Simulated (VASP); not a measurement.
# BaTe (I4/mmm) in VASP: a series of runs

Runs on BaTe. Level: PBEsol. Tasks: single point.

Program: VASP 6.6.1. These are calculated values, not measurements. Logs are shortened: lines on timing, memory, paths and dates and some standing lists are left out, and cuts for length are marked.

## Step 1: The cell of the first run

The structure is tetragonal, space group I4/mmm (No. 139). Conventional cell: a = 4.822 Å, b = 4.822 Å, c = 6.684 Å, α = 90.00°, β = 90.00°, γ = 90.00°. Ba (site symmetry 4/mmm) has 6 Te at 3.34 to 3.41 Å within 4.4 Å. Te (site symmetry 4/mmm) has 6 Ba at 3.34 to 3.41 Å within 4.4 Å.

## Step 2: Single point, PBEsol (zz strain of -2 %)

File INCAR:

```
PREC = Accurate ; ENCUT = 520
EDIFF = 1E-6 ; ISMEAR = -1
SIGMA = 0.05 ; LREAL = False
LASPH = True ; NELM = 100
ALGO = Normal ; ISIF = 2
LWAVE = False ; LCHARG = True
GGA = PS ; LELF = True
LVHAR = True ; NBANDS = 15
```

File KPOINTS:

```
regular mesh
0
Gamma
  10 10 10
```

File POSCAR:

```
BaTe
1.0
    0.0000000000      3.4100000000      3.3418000000
    3.4100000000      0.0000000000      3.3418000000
    3.4100000000      3.4100000000      0.0000000000
Ba Te
1 1
Direct
    0.0000000000      0.0000000000      0.0000000000
    0.5000000000      0.5000000000      0.5000000000
```

Potentials or basis: VASP PAW PBE potentials, release 64 (Ba_sv, Te).

Run with:

```console
cat potpaw_PBE.64/Ba_sv/POTCAR potpaw_PBE.64/Te/POTCAR > POTCAR
mpirun -np 1 vasp_std > vasp.out
```

OUTCAR:

```text
PREC = Accurate
   ENCUT = 520
   EDIFF = 1E-6
   ISMEAR = -1
   LREAL = False
   LASPH = True
   NELM = 100
   ISIF = 2
   GGA = PS

 ion  position               nearest neighbor table
   1  0.000  0.000  0.000-   2 3.34   2 3.34   2 3.41   2 3.41   2 3.41   2 3.41
   2  0.500  0.500  0.500-   1 3.34   1 3.34   1 3.41   1 3.41   1 3.41   1 3.41

  LATTYP: Found a body centered tetragonal cell.
 ALAT       =     4.8224682477
 C/A-ratio  =     1.3859292911

  Lattice vectors:

 A1 = (   0.0000000000,  -3.4100000000,  -3.3418000000)
 A2 = (   0.0000000000,   3.4100000000,  -3.3418000000)
 A3 = (   3.4100000000,   0.0000000000,   3.3418000000)

Analysis of symmetry for initial positions (statically):
=====================================================================
 Subroutine PRICEL returns:
 Original cell was already a primitive cell.

 Routine SETGRP: Setting up the symmetry group for a
 body centered tetragonal supercell.

 Subroutine GETGRP returns: Found 16 space group operations
 (whereof 16 operations were pure point group operations)
 out of a pool of 16 trial point group operations.

The static configuration has the point symmetry D_4h.

Analysis of symmetry for dynamics (positions and initial velocities):
=====================================================================
 Subroutine PRICEL returns:
 Original cell was already a primitive cell.

 Routine SETGRP: Setting up the symmetry group for a
 body centered tetragonal supercell.

 Subroutine GETGRP returns: Found 16 space group operations
 (whereof 16 operations were pure point group operations)
 out of a pool of 16 trial point group operations.

The dynamic configuration has the point symmetry D_4h.

 Subroutine INISYM returns: Found 16 space group operations
 (whereof 16 operations are pure point group operations),
 and found     1 'primitive' translations

----------------------------------------------------------------------------------------

                                     Primitive cell

  volume of cell :      77.7176

  direct lattice vectors                    reciprocal lattice vectors
     0.000000000  3.410000000  3.341800000    -0.146627566  0.146627566  0.149619965
     3.410000000  0.000000000  3.341800000     0.146627566 -0.146627566  0.149619965
     3.410000000  3.410000000  0.000000000     0.146627566  0.146627566 -0.149619965

  length of vectors
     4.774487118  4.774487118  4.822468248     0.255705730  0.255705730  0.255705730

  position of ions in fractional coordinates (direct lattice)
     0.000000000  0.000000000  0.000000000
     0.500000000  0.500000000  0.500000000

  ion indices of the primitive-cell ions
   primitive index   ion index
                 1           1
                 2           2

----------------------------------------------------------------------------------------

 KPOINTS: regular mesh

Automatic generation of k-mesh.
 Grid dimensions read from file:
 generate k-points for:   10   10   10

 Generating k-lattice:

  Cartesian coordinates                     Fractional coordinates (reciprocal lattice)
    -0.014662757  0.014662757  0.014961997     0.100000000  0.000000000  0.000000000
     0.014662757 -0.014662757  0.014961997     0.000000000  0.100000000  0.000000000
     0.014662757  0.014662757 -0.014961997    -0.000000000 -0.000000000  0.100000000

  Length of vectors
     0.025570573  0.025570573  0.025570573

  Shift w.r.t. Gamma in fractional coordinates (k-lattice)
     0.000000000  0.000000000  0.000000000

 Subroutine IBZKPT returns following result:
 ===========================================

 Found    102 irreducible k-points:

 Following reciprocal coordinates:
            Coordinates               Weight
  0.000000  0.000000  0.000000      1.000000
  0.100000 -0.000000  0.000000      8.000000
  0.200000 -0.000000  0.000000      8.000000
  0.300000  0.000000  0.000000      8.000000
  0.400000 -0.000000  0.000000      8.000000
  0.500000  0.000000  0.000000      4.000000
[... 16 lines left out ...]
  0.300000  0.300000  0.000000      2.000000
  0.400000  0.300000  0.000000      8.000000
 [... further k-points ...]
   k-points           NKPTS =    102   k-points in BZ     NKDIM =    102   number of bands    NBANDS=     15
   number of dos      NEDOS =    301   number of ions     NIONS =      2
   total plane-waves  NPLWV =  46656
   dimension x,y,z NGX =    36 NGY =   36 NGZ =   36
   dimension x,y,z NGXF=    72 NGYF=   72 NGZF=   72
   ions per type =               1   1
   NGX,Y,Z   is equivalent  to a cutoff of  12.54, 12.54, 12.41 a.u.
   NGXF,Y,Z  is equivalent  to a cutoff of  25.07, 25.07, 24.82 a.u.
 SYSTEM =  unknown system
   PREC   = accura    normal or accurate (medium, high low for compatibility)
   ISTART =      0    job   : 0-new  1-cont  2-samecut
   ICHARG =      2    charge: 1-file 2-atom 10-const
   ISPIN  =      1    spin polarized calculation?
   LNONCOLLINEAR =      F non collinear calculations
   LSORBIT =      F    spin-orbit coupling
   LASPH  =      T    aspherical Exc in radial PAW
   ENCUT  =  520.0 eV  38.22 Ry    6.18 a.u.   8.88  8.88  8.97*2*pi/ulx,y,z
   NELM   =    100;   NELMIN=  2; NELMDL= -5     # of ELM steps
   EDIFF  = 0.1E-05   stopping-criterion for ELM
   LREAL  =      F    real-space projection
   EDIFFG = 0.1E-04   stopping-criterion for IOM
   NSW    =      0    number of steps for IOM
   IBRION =     -1    ionic relax: 0-MD 1-quasi-New 2-CG
   NFREE  =      0    steps in history (QN), initial steepest desc. (CG)
   ISIF   =      2    stress and relaxation
   ISYM   =      2    0-nonsym 1-usesym 2-fastsym
   POTIM  = 0.5000    time-step for ionic-motion
   TEBEG  =    0.0;   TEEND  =   0.0 temperature during run
   PSTRESS=    0.0 pullay stress
   NELECT =      16.0000    total number of electrons
   NUPDOWN=      -1.0000    fix difference up-down
   EMIN   =  10.00;   EMAX   =-10.00  energy-range for DOS
   EFERMI =   0.00;   METHOD = LEGACY
   ISMEAR =    -1;   SIGMA  =   0.05  broadening in eV -4-tet -1-fermi 0-gaus
   EFERMI_NEDOS =   21; number of points for ismear=-14 and -15
   IALGO  =     38    algorithm
   IMIX   =      4    mixing-type and parameters
     AMIX     =   0.40;   BMIX     =  1.00
     AMIX_MAG =   1.60;   BMIX_MAG =  1.00
  volume/ion in A,a.u.               =      38.86       262.23
  Fermi-wavevector in a.u.,A,eV,Ry     =   0.966663  1.826728 12.713792  0.934437
  Thomas-Fermi vector in A             =   2.096483
   LORBIT       =      0    0 simple, 1 ext, 2 COOP (PROOUT), +10 PAW based schemes
   GGA     = PS    functional components
   LHFCALC =     F    Hartree Fock is set to
   AEXX    =    0.0000 exact exchange contribution
   IVDW    =     0    specifies the selected vdW correction
   LEPSILON=     F    determine dielectric tensor
   LRPA    =     F    only Hartree local field effects (RPA)
 non-spin polarized calculation
  energy-cutoff  :      520.00
  volume of cell :       77.72
 maximum number of plane-waves:      2118
   NGX = 17   NGY = 17   NGZ = 17

 number of electron      16.0000000 magnetization

 Free energy of the ion-electron system (eV)
  ---------------------------------------------------
  ext. energy  EPLUGINS =         0.00000000
  ---------------------------------------------------
  free energy    TOTEN  =        -9.12020727 eV

  energy without entropy =       -9.12020717  energy(sigma->0) =       -9.12020722

 E-fermi :   3.4172     XC(G=0):  -8.8115

 val. band max:        2.8675268095   @ k =   0.0000   0.0000   0.0000
 cond. band min:       3.9905656201   @ k =   0.5000   0.5000   0.0000
 fundamental gap:      1.1230388106
 Fermi energy:         3.4172274546

 k-point     1 :       0.0000    0.0000    0.0000
  band No.  band energies     occupation
      1     -23.9367      2.00000
      2      -9.1135      2.00000
      3      -9.0975      2.00000
      4      -9.0975      2.00000
      5      -7.0050      2.00000
      6       2.7855      1.99999
      7       2.7855      1.99999
      8       2.8675      1.99997
      9       5.5423      0.00000
     10       5.5423      0.00000
     11       5.6828      0.00000
     12       5.9129      0.00000
     13       6.2954      0.00000
     14       6.4531      0.00000
     15       9.6363      0.00000

 k-point     2 :       0.1000   -0.0000    0.0000
  band No.  band energies     occupation
      1     -23.9345      2.00000
      2      -9.1929      2.00000
      3      -9.1075      2.00000
      4      -9.0997      2.00000
      5      -6.8825      2.00000
      6       2.3962      2.00000
      7       2.5874      2.00000
      8       2.6377      2.00000
      9       5.6097      0.00000
     10       5.6933      0.00000
     11       5.7922      0.00000
     12       6.3790      0.00000
     13       6.6365      0.00000
     14       6.8273      0.00000
     15      10.0070      0.00000

 k-point     3 :       0.2000   -0.0000    0.0000
  band No.  band energies     occupation
      1     -23.9286      2.00000
      2      -9.3913      2.00000
      3      -9.1097      2.00000
      4      -9.1053      2.00000
      5      -6.5911      2.00000
      6       1.6212      2.00000
      7       2.1793      2.00000
      8       2.2085      2.00000
      9       5.7196      0.00000
     10       6.0934      0.00000
     11       6.1556      0.00000
     12       7.3912      0.00000
     13       7.5081      0.00000
     14       7.7670      0.00000
     15      10.9432      0.00000

 k-point     4 :       0.3000    0.0000    0.0000
  band No.  band energies     occupation
      1     -23.9213      2.00000
      2      -9.5945      2.00000
      3      -9.1122      2.00000
      4      -9.1119      2.00000
      5      -6.2637      2.00000
      6       0.9035      2.00000
      7       1.7941      2.00000
      8       1.8064      2.00000
      9       6.0042      0.00000
     10       6.7003      0.00000
     11       6.7301      0.00000
     12       8.3590      0.00000
     13       8.6457      0.00000
     14       8.8834      0.00000
     15      11.3452      0.00000
[... 307 lines left out ...]
 k-point    22 :      -0.2000    0.2000    0.0000
  band No.  band energies     occupation
      1     -23.9190      2.00000
      2      -9.5246      2.00000
      3      -9.2128      2.00000
      4      -9.1042      2.00000
      5      -6.3229      2.00000
      6       0.8766      2.00000
      7       1.6563      2.00000
      8       2.1961      2.00000
      9       6.1472      0.00000
     10       6.3704      0.00000
     11       7.0999      0.00000
     12       7.6570      0.00000
     13       8.6034      0.00000
     14       9.6960      0.00000
     15      11.3184      0.00000

 k-point    23 :       0.3000    0.3000    0.0000
  band No.  band energies     occupation
      1     -23.9153      2.00000
      2      -9.4724      2.00000
      3      -9.1867      2.00000
      4      -9.1867      2.00000
      5      -6.4888      2.00000
      6       1.0274      2.00000
      7       2.3814      2.00000
      8       2.3814      2.00000
      9       4.4131      0.00000
     10       6.9455      0.00000
     11       6.9949      0.00000
     12       8.0826      0.00000
     13       8.0826      0.00000
     14      10.7976      0.00000
     15      11.8047      0.00000

 k-point    24 :       0.4000    0.3000    0.0000
  band No.  band energies     occupation
      1     -23.9106      2.00000
      2      -9.4995      2.00000
      3      -9.2110      2.00000
      4      -9.1997      2.00000
      5      -6.5042      2.00000
      6       1.1535      2.00000
      7       2.1602      2.00000
      8       2.2628      2.00000
      9       4.4662      0.00000
     10       7.3515      0.00000
     11       7.5340      0.00000
     12       8.4673      0.00000
     13       8.4971      0.00000
     14       9.8760      0.00000
     15      11.3174      0.00000

 [... further k-points ...]

------------------------ aborting loop because EDIFF is reached ----------------------------------------

  FORCE on cell =-STRESS in cart. coord.  units (eV):
  Direction    XX          YY          ZZ          XY          YZ          ZX
  --------------------------------------------------------------------------------------
  -------------------------------------------------------------------------------------
  Total        1.2498120      1.2498120      2.3032122      0.0000000      0.0000000      0.0000000
  in kB       25.7653510     25.7653510     47.4815976      0.0000000      0.0000000      0.0000000
  external PRESSURE =      33.0040999 kB  Pullay stress =       0.0000000 kB

 VOLUME and BASIS-vectors are now :
 -----------------------------------------------------------------------------
  energy-cutoff  :      520.00
  volume of cell :       77.72
      direct lattice vectors                 reciprocal lattice vectors
     0.000000000  3.410000000  3.341800000    -0.146627566  0.146627566  0.149619965
     3.410000000  0.000000000  3.341800000     0.146627566 -0.146627566  0.149619965
     3.410000000  3.410000000  0.000000000     0.146627566  0.146627566 -0.149619965

 POSITION                                       TOTAL-FORCE (eV/Angst)
 -----------------------------------------------------------------------------------
      0.00000      0.00000      0.00000        -0.000000      0.000000     -0.000000
      3.41000      3.41000      3.34180         0.000000     -0.000000      0.000000
 -----------------------------------------------------------------------------------
    total drift:                                0.000000      0.000000      0.000000

  FREE ENERGIE OF THE ION-ELECTRON SYSTEM (eV)
  ---------------------------------------------------
  free  energy   TOTEN  =        -9.1202072677 eV

  energy  without entropy=       -9.1202071672  energy(sigma->0) =       -9.12020722
```

Run time: 88 s. Hardware: 1 thread of AMD EPYC 7R13 (Zen 3), shared host; peak memory 0.26 GiB.

Results:

- Free energy: -9.1202 eV
- Pressure: 3.3 GPa
- Band gap on the k mesh: 1.12 eV (least direct gap 1.51 eV)

Levels at points of the mesh, in eV from the valence-band top:
| k point | band 5 | band 6 | band 7 | band 8 | band 9 | band 10 | band 11 | band 12 |
| --- | --- | --- | --- | --- | --- | --- | --- | --- |
| (0.00, 0.00, 0.00) | -9.87 | -0.08 | -0.08 | 0.00 | 2.67 | 2.67 | 2.82 | 3.05 |
| (0.50, 0.00, 0.00) | -8.78 | -2.63 | -1.42 | -1.42 | 4.15 | 4.86 | 4.96 | 5.02 |
| (0.50, 0.50, 0.00) | -9.63 | -1.14 | -0.48 | -0.48 | 1.12 | 4.54 | 4.91 | 5.97 |
| (0.50, 0.00, 0.50) | -9.64 | -1.26 | -0.45 | -0.38 | 1.13 | 4.47 | 4.96 | 5.93 |

Caveat: the cell differs from its parent crystal (zz strain of -2 %); the cell stands under pressure; the PAW data sets were made with another functional, which shifts forces and pressure a little; spin-orbit coupling is left out, which moves the levels of the heavy elements.

[end of part 1 of 2]
